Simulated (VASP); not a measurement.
# NaI (I4mm) in VASP: notebook

The runs below take NaI through single point, with PBE.

All numbers are computed with VASP 6.6.1; they aren't measurements. Logs are shortened: lines on timing, memory, paths and dates and some standing lists are left out, and cuts for length are marked.

### Step 1. The cell of the first run

The structure is tetragonal, space group I4mm (No. 107). The conventional cell has a = 4.577 Å, b = 4.577 Å, c = 6.473 Å, α = 90.00°, β = 90.00°, γ = 90.00°. Na (site symmetry 4mm) has 5 I at 2.74 to 3.27 Å within 3.6 Å. Within 3.6 Å of I (site symmetry 4mm) lie 5 Na at 2.74 to 3.27 Å.

### Step 2. Single point, PBE (all I atoms moved -0.500 Å, as atom 2 along Cartesian [0 1 0])

INCAR

```
SYSTEM = NaI
PREC     = Accurate       ! precision mode
ENCUT    = 520            ! plane-wave cutoff, eV
EDIFF    = 1E-6           ! SCF threshold, eV
ISMEAR   = 0              ! smearing method
SIGMA    = 0.05           ! smearing width, eV
LREAL    = .False.        ! projectors in reciprocal space
LASPH    = .True.         ! aspherical terms in the spheres
NELM     = 80             ! most SCF steps
ALGO     = Normal         ! electronic algorithm
ISIF     = 2              ! what is computed and relaxed
LWAVE    = .False.        ! write WAVECAR
LCHARG   = .False.        ! write CHGCAR
GGA      = PE             ! functional
NBANDS   = 14             ! bands
```

KPOINTS

```
Automatic mesh
0
Gamma
  6 6 6
  0 0 0
```

POSCAR

```
NaI
1.0
    0.0000000000      3.2364000000      3.2364000000
    3.2364000000      0.0000000000      3.2364000000
    3.2364000000      3.2364000000      0.0000000000
Na I
1 1
Direct
    0.0000000000      0.0000000000      0.0000000000
    0.4227536769      0.5772463231      0.4227536769
```

Potentials or basis: VASP PAW PBE potentials, release 64 (Na_pv, I).

Command:

```bash
$ cat potpaw_PBE.64/Na_pv/POTCAR potpaw_PBE.64/I/POTCAR > POTCAR
$ mpirun -np 1 vasp_std > vasp.out
```

OUTCAR:

```text
SYSTEM = NaI
   PREC = Accurate
   ENCUT = 520
   EDIFF = 1E-6
   ISMEAR = 0
   LREAL = .False.
   LASPH = .True.
   NELM = 80
   ISIF = 2
   GGA = PE

 ion  position               nearest neighbor table
   1  0.000  0.000  0.000-   2 2.74
   2  0.423  0.577  0.423-   1 2.74

  LATTYP: Found a face centered cubic cell.
 ALAT       =     6.4728000000

  Lattice vectors:

 A1 = (   0.0000000000,   3.2364000000,   3.2364000000)
 A2 = (   3.2364000000,   0.0000000000,   3.2364000000)
 A3 = (   3.2364000000,   3.2364000000,   0.0000000000)

Analysis of symmetry for initial positions (statically):
=====================================================================
 Subroutine PRICEL returns:
 Original cell was already a primitive cell.

 Routine SETGRP: Setting up the symmetry group for a
 face centered cubic supercell.

 Subroutine GETGRP returns: Found  8 space group operations
 (whereof  8 operations were pure point group operations)
 out of a pool of 48 trial point group operations.

The static configuration has the point symmetry C_4v.

Analysis of symmetry for dynamics (positions and initial velocities):
=====================================================================
 Subroutine PRICEL returns:
 Original cell was already a primitive cell.

 Routine SETGRP: Setting up the symmetry group for a
 face centered cubic supercell.

 Subroutine GETGRP returns: Found  8 space group operations
 (whereof  8 operations were pure point group operations)
 out of a pool of 48 trial point group operations.

The dynamic configuration has the point symmetry C_4v.

 Subroutine INISYM returns: Found  8 space group operations
 (whereof  8 operations are pure point group operations),
 and found     1 'primitive' translations

----------------------------------------------------------------------------------------

                                     Primitive cell

  volume of cell :      67.7980

  direct lattice vectors                    reciprocal lattice vectors
     0.000000000  3.236400000  3.236400000    -0.154492646  0.154492646  0.154492646
     3.236400000  0.000000000  3.236400000     0.154492646 -0.154492646  0.154492646
     3.236400000  3.236400000  0.000000000     0.154492646  0.154492646 -0.154492646

  length of vectors
     4.576960773  4.576960773  4.576960773     0.267589113  0.267589113  0.267589113

  position of ions in fractional coordinates (direct lattice)
     0.000000000  0.000000000  0.000000000
     0.422753677  0.577246323  0.422753677

  ion indices of the primitive-cell ions
   primitive index   ion index
                 1           1
                 2           2

----------------------------------------------------------------------------------------

 KPOINTS: Automatic mesh

Automatic generation of k-mesh.
 Grid dimensions read from file:
 generate k-points for:    6    6    6

 Generating k-lattice:

  Cartesian coordinates                     Fractional coordinates (reciprocal lattice)
    -0.025748774  0.025748774  0.025748774     0.166666667  0.000000000  0.000000000
     0.025748774 -0.025748774  0.025748774     0.000000000  0.166666667  0.000000000
     0.025748774  0.025748774 -0.025748774     0.000000000  0.000000000  0.166666667

  Length of vectors
     0.044598185  0.044598185  0.044598185

  Shift w.r.t. Gamma in fractional coordinates (k-lattice)
     0.000000000  0.000000000  0.000000000

 Subroutine IBZKPT returns following result:
 ===========================================

 Found     30 irreducible k-points:

 Following reciprocal coordinates:
            Coordinates               Weight
  0.000000  0.000000  0.000000      1.000000
  0.166667  0.000000  0.000000      8.000000
  0.333333  0.000000  0.000000      8.000000
  0.500000  0.000000  0.000000      4.000000
  0.166667  0.166667  0.000000      4.000000
  0.166667  0.000000  0.166667      2.000000
[... 16 lines left out ...]
  0.500000  0.333333  0.166667      8.000000
  0.166667  0.500000  0.333333      8.000000
 [... further k-points ...]
   k-points           NKPTS =     30   k-points in BZ     NKDIM =     30   number of bands    NBANDS=     14
   number of dos      NEDOS =    301   number of ions     NIONS =      2
   total plane-waves  NPLWV =  46656
   dimension x,y,z NGX =    36 NGY =   36 NGZ =   36
   dimension x,y,z NGXF=    72 NGYF=   72 NGZF=   72
   ions per type =               1   1
   NGX,Y,Z   is equivalent  to a cutoff of  13.08, 13.08, 13.08 a.u.
   NGXF,Y,Z  is equivalent  to a cutoff of  26.15, 26.15, 26.15 a.u.
 SYSTEM =  NaI
   PREC   = accura    normal or accurate (medium, high low for compatibility)
   ISTART =      0    job   : 0-new  1-cont  2-samecut
   ICHARG =      2    charge: 1-file 2-atom 10-const
   ISPIN  =      1    spin polarized calculation?
   LNONCOLLINEAR =      F non collinear calculations
   LSORBIT =      F    spin-orbit coupling
   LASPH  =      T    aspherical Exc in radial PAW
   ENCUT  =  520.0 eV  38.22 Ry    6.18 a.u.   8.51  8.51  8.51*2*pi/ulx,y,z
   NELM   =     80;   NELMIN=  2; NELMDL= -5     # of ELM steps
   EDIFF  = 0.1E-05   stopping-criterion for ELM
   LREAL  =      F    real-space projection
   EDIFFG = 0.1E-04   stopping-criterion for IOM
   NSW    =      0    number of steps for IOM
   IBRION =     -1    ionic relax: 0-MD 1-quasi-New 2-CG
   NFREE  =      0    steps in history (QN), initial steepest desc. (CG)
   ISIF   =      2    stress and relaxation
   ISYM   =      2    0-nonsym 1-usesym 2-fastsym
   POTIM  = 0.5000    time-step for ionic-motion
   TEBEG  =    0.0;   TEEND  =   0.0 temperature during run
   PSTRESS=    0.0 pullay stress
   NELECT =      14.0000    total number of electrons
   NUPDOWN=      -1.0000    fix difference up-down
   EMIN   =  10.00;   EMAX   =-10.00  energy-range for DOS
   EFERMI =   0.00;   METHOD = LEGACY
   ISMEAR =     0;   SIGMA  =   0.05  broadening in eV -4-tet -1-fermi 0-gaus
   EFERMI_NEDOS =   21; number of points for ismear=-14 and -15
   IALGO  =     38    algorithm
   IMIX   =      4    mixing-type and parameters
     AMIX     =   0.40;   BMIX     =  1.00
     AMIX_MAG =   1.60;   BMIX_MAG =  1.00
  volume/ion in A,a.u.               =      33.90       228.76
  Fermi-wavevector in a.u.,A,eV,Ry     =   0.967636  1.828567 12.739397  0.936319
  Thomas-Fermi vector in A             =   2.097538
   LORBIT       =      0    0 simple, 1 ext, 2 COOP (PROOUT), +10 PAW based schemes
   GGA     = PE    functional components
   LHFCALC =     F    Hartree Fock is set to
   AEXX    =    0.0000 exact exchange contribution
   IVDW    =     0    specifies the selected vdW correction
   LEPSILON=     F    determine dielectric tensor
   LRPA    =     F    only Hartree local field effects (RPA)
 non-spin polarized calculation
 Gauss-broadening in eV      SIGMA  =   0.05
  energy-cutoff  :      520.00
  volume of cell :       67.80
 maximum number of plane-waves:      1853
 NGX is ok and might be reduce to    36
   NGX = 17   NGY = 17   NGZ = 17

 number of electron      13.9999992 magnetization

 Free energy of the ion-electron system (eV)
  ---------------------------------------------------
  ext. energy  EPLUGINS =         0.00000000
  ---------------------------------------------------
  free energy    TOTEN  =        -5.21467437 eV

  energy without entropy =       -5.21467437  energy(sigma->0) =       -5.21467437

 E-fermi :   1.0741     XC(G=0):  -7.6707

 val. band max:        0.7892788110   @ k =   0.0000   0.0000   0.0000
 cond. band min:       4.4679476522   @ k =   0.0000   0.0000   0.0000
 fundamental gap:      3.6786688412
 Fermi energy:         1.0740629414

 k-point     1 :       0.0000    0.0000    0.0000
  band No.  band energies     occupation
      1     -21.6019      2.00000
      2     -21.5835      2.00000
      3     -21.5835      2.00000
      4     -10.2378      2.00000
      5       0.7156      2.00000
      6       0.7893      2.00000
      7       0.7893      2.00000
      8       4.4679      0.00000
      9       8.7215      0.00000
     10       8.7215      0.00000
     11       8.8231      0.00000
     12      10.5929      0.00000
     13      10.8351      0.00000
     14      11.1145      0.00000

 k-point     2 :       0.1667    0.0000    0.0000
  band No.  band energies     occupation
      1     -21.6027      2.00000
      2     -21.5844      2.00000
      3     -21.5836      2.00000
      4     -10.1646      2.00000
      5       0.0482      2.00000
      6       0.6725      2.00000
      7       0.7179      2.00000
      8       5.2673      0.00000
      9       8.2174      0.00000
     10       8.9141      0.00000
     11       9.0046      0.00000
     12      10.0632      0.00000
     13      10.2951      0.00000
     14      11.5944      0.00000

 k-point     3 :       0.3333    0.0000    0.0000
  band No.  band energies     occupation
      1     -21.6042      2.00000
      2     -21.5859      2.00000
      3     -21.5839      2.00000
      4     -10.0097      2.00000
      5      -0.9613      2.00000
      6       0.5408      2.00000
      7       0.5843      2.00000
      8       5.9210      0.00000
      9       8.5034      0.00000
     10       8.5170      0.00000
     11       8.8627      0.00000
     12      10.8532      0.00000
     13      11.0422      0.00000
     14      11.3137      0.00000
[... 324 lines left out ...]
 k-point    23 :       0.5000    0.3333    0.1667
  band No.  band energies     occupation
      1     -21.6043      2.00000
      2     -21.5863      2.00000
      3     -21.5853      2.00000
      4      -9.9155      2.00000
      5      -0.8780      2.00000
      6      -0.1143      2.00000
      7       0.2530      2.00000
      8       6.6869      0.00000
      9       7.5194      0.00000
     10       7.8585      0.00000
     11      10.0226      0.00000
     12      10.9537      0.00000
     13      12.9386      0.00000
     14      13.7172      0.00000

 k-point    24 :       0.1667    0.5000    0.3333
  band No.  band energies     occupation
      1     -21.6045      2.00000
      2     -21.5871      2.00000
      3     -21.5845      2.00000
      4      -9.9159      2.00000
      5      -0.8695      2.00000
      6      -0.1530      2.00000
      7       0.2947      2.00000
      8       6.7755      0.00000
      9       7.4799      0.00000
     10       7.8242      0.00000
     11       9.8869      0.00000
     12      10.9029      0.00000
     13      13.0390      0.00000
     14      13.6460      0.00000

 [... further k-points ...]
[... 5 lines left out ...]
  --------------------------------------------------------------------------------------
  -------------------------------------------------------------------------------------
  Total        0.0807805      2.3936664      0.0807805     -0.0000000      0.0000000     -0.0000000
  in kB        1.9089755     56.5662812      1.9089755     -0.0000000      0.0000000     -0.0000000
  external PRESSURE =      20.1280774 kB  Pullay stress =       0.0000000 kB

 VOLUME and BASIS-vectors are now :
 -----------------------------------------------------------------------------
  energy-cutoff  :      520.00
  volume of cell :       67.80
      direct lattice vectors                 reciprocal lattice vectors
     0.000000000  3.236400000  3.236400000    -0.154492646  0.154492646  0.154492646
     3.236400000  0.000000000  3.236400000     0.154492646 -0.154492646  0.154492646
     3.236400000  3.236400000  0.000000000     0.154492646  0.154492646 -0.154492646

 POSITION                                       TOTAL-FORCE (eV/Angst)
 -----------------------------------------------------------------------------------
      0.00000      0.00000      0.00000         0.000000     -0.930344      0.000000
      3.23640      2.73640      3.23640         0.000000      0.930344      0.000000
 -----------------------------------------------------------------------------------
    total drift:                               -0.000001      0.000127     -0.000001

  FREE ENERGIE OF THE ION-ELECTRON SYSTEM (eV)
  ---------------------------------------------------
  free  energy   TOTEN  =        -5.2146743699 eV

  energy  without entropy=       -5.2146743699  energy(sigma->0) =       -5.21467437
```

It used 94 s of CPU time on 1 thread of AMD EPYC 7R13 Processor (Zen 3), with other jobs on the host.

Results:

| Item | Value |
| --- | --- |
| Free energy | -5.2147 eV |
| Pressure | 2.0 GPa |
| Largest force | 0.930 eV/Å |
| Band gap on the k mesh | 3.68 eV, direct |

Forces on the atoms (eV/Å):
```
Na   0.000 -0.930  0.000
I    0.000  0.930  0.000
```

Caveat: the cell differs from its parent crystal (all I atoms moved -0.500 Å, as atom 2 along Cartesian [0 1 0]); spin-orbit coupling is left out, which moves the levels of the heavy elements.

### Step 3. Single point, PBE (all I atoms moved +0.375 Å, as atom 2 along Cartesian [0 1 0])

INCAR

```
ALGO = Normal
EDIFF = 1E-6
ENCUT = 520
GGA = PE
ISIF = 2
ISMEAR = 0
LASPH = True
LCHARG = False
LREAL = False
LWAVE = False
NBANDS = 14
NELM = 100
PREC = Accurate
SIGMA = 0.05
```

KPOINTS

```
k-points
0
Gamma
  6 6 6
```

Changes to POSCAR since step 2:

```diff
@@ -9,2 +9,2 @@
     0.0000000000      0.0000000000      0.0000000000
-    0.4227536769      0.5772463231      0.4227536769
+    0.5579347423      0.4420652577      0.5579347423
```

Potentials or basis: VASP PAW PBE potentials, release 64 (Na_pv, I).

Command:

```bash
$ cat potpaw_PBE.64/Na_pv/POTCAR potpaw_PBE.64/I/POTCAR > POTCAR
$ mpirun -np 1 vasp_std > vasp.out
```

It used 67 s of CPU time on 1 thread of AMD EPYC 7R13 Processor (Zen 3), with other jobs on the host.

The run converged. Its results:

```
Free energy            : -5.3041 eV
Pressure               : 1.3 GPa
Largest force          : 0.531 eV/Å
Band gap on the k mesh : 3.66 eV, direct
```

Forces on the atoms (eV/Å):
```
Na   0.000  0.531  0.000
I    0.000 -0.531  0.000
```

Stress tensor (GPa, compression positive):
```
0.29 0.00 0.00
0.00 3.18 0.00
0.00 0.00 0.29
```

Levels at points of the mesh, in eV from the valence-band top:
```tsv
k point	band 5	band 6	band 7	band 8	band 9	band 10
(0.00, 0.00, 0.00)	-0.05	0.00	0.00	3.66	7.93	7.93
(0.50, 0.00, 0.00)	-2.17	-0.30	-0.27	5.11	7.46	7.52
(0.50, 0.50, 0.00)	-1.89	-0.77	-0.74	4.53	5.55	9.89
(0.50, 0.00, 0.50)	-1.91	-0.74	-0.74	4.53	5.57	9.82
```

Caveat: the cell differs from its parent crystal (all I atoms moved +0.375 Å, as atom 2 along Cartesian [0 1 0]); spin-orbit coupling is left out, which moves the levels of the heavy elements.

### Step 4. Single point, PBE (all I atoms moved -0.250 Å, as atom 2 along Cartesian [0 1 0])

INCAR

```
SYSTEM = NaI
PREC     = Accurate       ! precision mode
ENCUT    = 520            ! plane-wave cutoff, eV
EDIFF    = 1E-7           ! SCF threshold, eV
ISMEAR   = 0              ! smearing method
SIGMA    = 0.05           ! smearing width, eV
LREAL    = .False.        ! projectors in reciprocal space
LASPH    = .True.         ! aspherical terms in the spheres
NELM     = 60             ! most SCF steps
ALGO     = Normal         ! electronic algorithm
ISIF     = 2              ! what is computed and relaxed
LWAVE    = .False.        ! write WAVECAR
LCHARG   = .True.         ! write CHGCAR
GGA      = PE             ! functional
LELF     = .True.         ! ELF
LVHAR    = .True.       
NBANDS   = 14             ! bands
```

KPOINTS

```
Automatic mesh
0
Gamma
  6 6 6
  0 0 0
```

Changes to POSCAR since step 3:

```diff
@@ -9,2 +9,2 @@
     0.0000000000      0.0000000000      0.0000000000
-    0.5579347423      0.4420652577      0.5579347423
+    0.4613768385      0.5386231615      0.4613768385
```

Command:

```bash
$ cat potpaw_PBE.64/Na_pv/POTCAR potpaw_PBE.64/I/POTCAR > POTCAR
$ mpirun -np 1 vasp_std > vasp.out
```

It used 61 s of CPU time on 1 thread of AMD EPYC 7R13 Processor (Zen 3) (shared host).

It converged, with:

```
Free energy            : -5.3535 eV
Pressure               : 0.8 GPa
Largest force          : 0.280 eV/Å
Band gap on the k mesh : 3.65 eV, direct
```

Forces in eV/Å, atoms in the order of the input:
```
Na   0.000 -0.280  0.000
I    0.000  0.280  0.000
```

Stress tensor (GPa, compression positive):
```
0.37 0.00 0.00
0.00 1.59 0.00
0.00 0.00 0.37
```

Levels at points of the mesh, in eV from the valence-band top:
| k point | band 4 | band 5 | band 6 | band 7 | band 8 | band 9 | band 10 | band 11 |
| --- | --- | --- | --- | --- | --- | --- | --- | --- |
| (0.00, 0.00, 0.00) | -11.02 | -0.02 | 0.00 | 0.00 | 3.65 | 7.93 | 7.93 | 7.96 |
| (0.50, 0.00, 0.00) | -10.71 | -2.18 | -0.29 | -0.28 | 5.10 | 7.45 | 7.48 | 8.71 |
| (0.50, 0.50, 0.00) | -10.63 | -1.90 | -0.76 | -0.74 | 4.51 | 5.55 | 9.88 | 11.31 |
| (0.50, 0.00, 0.50) | -10.63 | -1.91 | -0.74 | -0.74 | 4.51 | 5.56 | 9.85 | 11.32 |

Caveat: the cell differs from its parent crystal (all I atoms moved -0.250 Å, as atom 2 along Cartesian [0 1 0]); spin-orbit coupling is left out, which moves the levels of the heavy elements.
